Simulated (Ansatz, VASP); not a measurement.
**SnTe: VASP beside Ansatz**

File INCAR:

```
SYSTEM = SnTe
PREC     = Accurate       ! precision mode
ENCUT    = 520            ! plane-wave cutoff, eV
EDIFF    = 1E-8           ! SCF threshold, eV
ISMEAR   = -1             ! smearing method
SIGMA    = 0.08           ! smearing width, eV
LREAL    = .False.        ! projectors in reciprocal space
LASPH    = .True.         ! aspherical terms in the spheres
NELM     = 60             ! most SCF steps
ALGO     = Normal         ! electronic algorithm
ISIF     = 2              ! what is computed and relaxed
LWAVE    = .False.        ! write WAVECAR
LCHARG   = .False.        ! write CHGCAR
LEFG     = .True.       
NBANDS   = 17             ! bands
```

File KPOINTS:

```
regular mesh
0
Gamma
  11 11 11
  0 0 0
```

The input POSCAR:

```
SnTe
1.0
    0.0000000000      3.2196300000      3.1565000000
    3.2196300000      0.0000000000      3.1565000000
    3.2196300000      3.2196300000      0.0000000000
Sn Te
1 1
Direct
    0.0000000000      0.0000000000      0.0000000000
    0.5000000000      0.5000000000      0.5000000000
```

Input for Ansatz:

```yaml
crystal:
  lattice:
    - [0.0, 3.21963, 3.1565]
    - [3.21963, 0.0, 3.1565]
    - [3.21963, 3.21963, 0.0]
  atoms:
    - { symbol: Sn, position: [0.0, 0.0, 0.0] }
    - { symbol: Te, position: [0.5, 0.5, 0.5] }
kpoints:
  mp_grid: { grid: [11, 11, 11] }
scf:
  occupations: { method: fermi_dirac, width: 0.08 }
hamiltonian:
  xc: lda
  pseudopotentials: { kind: all_electron, datasets: crystal }
output:
  forces: true
  stress: true
  eigenvalues: true
  efg: { contact_densities: true }
```

Change from the starting cell: equal xx and yy strain of +2 %, crystal datasets.

Alike in both runs: task electric field gradients; functional LDA; k mesh 11 × 11 × 11; occupations fermi-dirac, width 0.08 eV; no spin polarisation.

|  | VASP | Ansatz |
| --- | --- | --- |
| version | VASP 6.6.1 | Ansatz 0.2.0 |
| potentials or method | VASP PAW LDA potentials, release 64 (Sn_d, Te), cutoff 520 eV | all-electron PAW with datasets made for the crystal, scalar-relativistic |

VASP gave:

| Property | Result |
| --- | --- |
| pressure (GPa) | -3.2 |
| traceless stress, the component that is largest in VASP (GPa) | 1.43 |
| size of Vzz on the site where it differs most (V/Å²) | 7.0 |

Q: Which values does Ansatz return?

A: Pressure (GPa): -3.2; traceless stress, the component that is largest in VASP (GPa): 1.41; size of Vzz on the site where it differs most (V/Å²): 6.1.

LDA's correlation is that of Perdew and Zunger in VASP and of Perdew and Wang (1992) in Ansatz. Ansatz ran all-electron here, and VASP with PAW potentials.

Neither program's run includes spin-orbit coupling.
